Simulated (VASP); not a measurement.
Runs of VASP 6.6.1 on C. The structure is that of space group Fm-3m (No. 225), or close to it. The cells are those of the table. 

```tsv
task	cell	cutoff (eV)	gap on the mesh (eV)	pressure (GPa)
relaxation of cell and atoms	relaxed from a = 2.095 Å, angles 60.0°, 1 atom	600	none	0.1
relaxation of cell and atoms	relaxed to 21 GPa from a = 2.097 Å, angles 60.0°, 1 atom	600	none	20.9
single point	a = 2.181 Å, angles 60.0°, 1 atom	520	none	0.1
single point	a = 2.098 Å, angles 60.0°, 1 atom	520	none	21.2
relaxation of cell and atoms	relaxed to 21 GPa from a = 2.098 Å, angles 60.0°, 1 atom	600	none	21.0
single point	a = 2.097 Å, angles 60.0°, 1 atom	520	none	(a)
```

Alike in all rows: level PBE; potentials or basis VASP PAW PBE potentials, release 64 (C); no spin polarisation; k mesh 23 × 23 × 23; smearing fermi-dirac 0.1 eV.

Estimate the missing entries.

(a) 21.5.

Caveats: the cell is relaxed towards a set pressure, so the enthalpy falls and the energy may rise (some runs); the relaxation stopped at its first step, so nothing moved (some runs).

A gap of «none» marks levels without a gap at the run's occupations.
